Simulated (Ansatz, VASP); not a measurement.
# Sb in VASP and in Ansatz

```
CELL_PARAMETERS angstrom
2.15060 1.24165 3.74400
-2.15060 1.24165 3.74400
0.00000 -2.48330 3.74400
ATOMIC_POSITIONS crystal
Sb 0.24699 0.24699 0.24699
Sb 0.76636 0.76636 0.76636
```

Alike in both runs: task single point; functional PBE; k mesh 12 × 12 × 12; occupations gaussian, width 0.15 eV; no spin polarisation.

|  | VASP | Ansatz |
| --- | --- | --- |
| version | VASP 6.6.1 | Ansatz 0.2.0 |
| potentials or method | VASP PAW PBE potentials, release 64 (Sb), cutoff 520 eV | scalar-relativistic, plane waves, PAW |
| valence electrons in the cell | 10 | 30 |

```csv
,VASP,Ansatz,Ansatz less VASP
gap on the k mesh at the Fermi level (eV),none,none,-
pressure (GPa),1.3,1.3,-0.01
"traceless stress, the component that is largest in VASP (GPa)",-0.72,-0.71,+0.003
rms of the force components (eV/Å),0.178,0.192,+0.0146
```

Atom by atom the forces differ by 0.015 eV/Å (rms over components). A gap of «none» marks a metal or a gap that the smearing closes. With one functional, cell and mesh, what is left measures potentials, basis and numerics. VASP's potentials hold 10 valence electrons a cell and Ansatz's 30, so a difference there can come from the potentials and not from the codes.

Neither program's run includes spin-orbit coupling.
